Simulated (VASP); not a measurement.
## Rh: electric field gradients with LDA

The system is Rh.

```
Rh
1.0
     0.00000    1.90299    1.90299
     1.90299    0.00000    1.90299
     1.90299    1.90299    0.00000
Rh
1
Direct
  0.00000 0.00000 0.00000
```

- Program: VASP 6.6.1
- Task: electric field gradients
- Functional: LDA
- Potentials or basis: VASP PAW LDA potentials, release 64 (Rh_pv)
- Cutoff: 400 eV
- k mesh: 18 × 18 × 18
- Occupations: fermi-dirac, width 0.05 eV
- Spin: non-collinear spin, zero start, spin-orbit coupling
- Starting moments: [[0.0, 0.0, 0.0]] μB
- Dipole correction: no
- Further INCAR settings: ALGO = Normal; EDIFF = 1e-08; NBANDS = 26

```yaml
Pressure: -11.9 GPa
Net_moment: 0.00 μB per cell
Largest_electric_field_gradient_by_atom: zero within the noise of the run
Valence_electrons_inside_the_program's_atomic_spheres: Rh 13.78
```

Moments on the atoms (μB; x, y, z):
```
Rh  0.00 0.00 0.00
```

It took 54 s on 1 thread of Intel(R) Xeon(R) Platinum 8559C (Emerald Rapids) (shared host), peak memory 0.18 GiB.

Caveat: the cell stands under tension.
